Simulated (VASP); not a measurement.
# Zr3ZnN2: relaxation of cell and atoms with PBE

Zr3ZnN2:

```
Zr Zn N
1.0
     2.93226   -5.82058    0.00000
     2.93226    5.82058    0.00000
     0.00000    0.00000    3.12186
Zr Zn N
3 1 2
Cartesian
  2.9323 -3.2035 0.0000
  2.9323 3.2035 0.0000
  2.9323 0.0000 1.5609
  0.0000 0.0000 0.0000
  1.4661 -2.9103 1.5609
  1.4661 2.9103 1.5609
```

The cell was generated, and may not be a known phase.

```json
{
 "Program": "VASP 6.6.1",
 "Task": "relaxation of cell and atoms",
 "Functional": "PBE",
 "Potentials or basis": "VASP PAW PBE potentials, release 64 (Zr_sv, Zn, N)",
 "Cutoff": "600 eV",
 "k mesh": "4 × 4 × 6",
 "Occupations": "gaussian, width 0.1 eV",
 "Spin": "no spin polarisation",
 "Dipole correction": "no",
 "Further INCAR settings": "ALGO = Normal; EDIFF = 1e-07; IBRION = 2; EDIFFG = -0.04; NSW = 90; ISIF = 3"
}
```

The relaxed volume is 18.15 Å³/atom, the relaxed cell is a = 6.836 Å, b = 6.836 Å, c = 3.073 Å, α = 90.00°, β = 90.00°, γ = 130.70° and the space group after relaxing (to 0.1 Å) is Cmmm (No. 65). The energy gained by relaxing is 9.2 meV/atom. The ionic steps are 13, the pressure after relaxing is 0.0 GPa and the largest force after relaxing is 0.009 eV/Å. The band gap on the k mesh is zero (bands 29 and 30 overlap by 0.82 eV).

Forces in eV/Å, atoms in the order of the input:
```
Zr   0.000 -0.009  0.000
Zr   0.000  0.009  0.000
Zr   0.000  0.000  0.000
Zn   0.000  0.000  0.000
N    0.000  0.000  0.000
N    0.000  0.000  0.000
```

Stress tensor (GPa, compression positive):
```
 0.00  0.00  0.00
 0.00 -0.13  0.00
 0.00  0.00  0.02
```

The path:
```csv
step,energy change (eV),largest force (eV/Å),pressure (GPa),volume (Å³)
1,0.0000,0.1833,0.24,106.56
2,-0.0088,0.1784,0.14,106.98
3,-0.0106,0.1732,0.07,107.26
4,-0.0183,0.1704,-0.21,107.66
5,-0.0347,0.1355,-1.03,108.85
6,-0.0344,0.1216,-2.72,111.13
7,-0.0408,0.0402,-1.77,109.84
8,-0.0442,0.0500,-1.52,109.72
9,-0.0515,0.0768,-0.78,109.34
10,-0.0525,0.1184,0.72,108.57
11,-0.0542,0.1004,0.07,108.91
12,-0.0546,0.0719,0.04,108.90
13,-0.0550,0.0090,-0.04,108.87
```

Final structure:
```xyz
6
Lattice="2.8511 -6.2129 0.0000 2.8511 6.2129 0.0000 0.0000 0.0000 3.0731" Properties=species:S:1:pos:R:3 pbc="T T T"
Zr    2.8511   -3.5890    0.0000
Zr    2.8511    3.5890    0.0000
Zr    2.8511    0.0000    1.5365
Zn    0.0000    0.0000    0.0000
N     1.4256   -3.1064    1.5365
N     1.4256    3.1064    1.5365
```

Levels at points of the mesh, in eV from the Fermi level:
```
           k point  band 26  band 27  band 28  band 29  band 30  band 31  band 32  band 33
(0.00, 0.00, 0.00)    -1.82    -1.36    -1.11    -0.57    -0.21     0.06     0.84     2.51
(0.50, 0.00, 0.00)    -3.76    -2.40    -1.42    -0.51     0.83     1.26     1.75     2.08
(0.50, 0.50, 0.00)    -1.88    -1.44    -1.36    -1.22    -0.54     1.20     1.47     2.53
(0.00, 0.00, 0.50)    -2.07    -1.72    -1.60    -1.17     0.79     1.18     1.34     1.48
(0.50, 0.00, 0.50)    -2.84    -1.23    -0.43    -0.36     1.05     1.12     1.34     1.37
(0.50, 0.50, 0.50)    -1.87    -1.35    -1.33    -0.78     0.34     0.77     0.81     1.58
```

It took 24 min on 1 thread of Oxide Virtual Turin-like Processor, on a shared host, peak memory 0.33 GiB.
